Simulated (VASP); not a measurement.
Input of a VASP 6.6.1 run:

INCAR

```
SYSTEM = NaHF2
ALGO = Normal
EDIFF = 1E-7
ENCUT = 520
GGA = PS
ISIF = 2
ISMEAR = 0
IVDW = 12
LASPH = .TRUE.
LCHARG = .FALSE.
LREAL = .FALSE.
LWAVE = .FALSE.
NBANDS = 19
NELM = 60
PREC = Accurate
SIGMA = 0.05
```

Contents of KPOINTS:

```
k-points
0
G
  9 9 9
  0 0 0
```

The input POSCAR:

```
NaHF2
1.0
    1.6739000000      0.9664266156      3.9112000000
   -1.6739000000      0.9664266156      3.9112000000
    0.0000000000     -1.9328532312      3.9112000000
Na H F
1 1 2
Direct
    0.0000000000      0.0000000000      0.0000000000
    0.5000000000      0.5000000000      0.5000000000
    0.4168825606      0.4168825606      0.4168825606
    0.5831174394      0.5831174394      0.5831174394
```

Potentials or basis: VASP PAW PBE potentials, release 64 (Na_pv, H, F).

Run with:

```console
$ cat potpaw_PBE.64/Na_pv/POTCAR potpaw_PBE.64/H/POTCAR potpaw_PBE.64/F/POTCAR > POTCAR
$ mpirun -np 1 vasp_std > vasp.out
```

Problem. Estimate the pressure.

Solution. 30.4 GPa.

Problem. Estimate the dispersion energy per atom.

Solution. -0.088 eV.

Problem. Predict the band gap on the k mesh.

Solution. 7.09 eV.

Problem. Predict the largest force.

Solution. 7.722 eV/Å.

Forces in eV/Å, atoms in the order of the input:
```
Na   0.000  0.000  0.000
H    0.000  0.000  0.000
F    0.000  0.000 -7.722
F    0.000  0.000  7.722
```

Caveat: the cell stands under pressure; the PAW data sets were made with another functional, which shifts forces and pressure a little; an odd mesh through Γ misses points on the zone boundary, where band edges can lie.
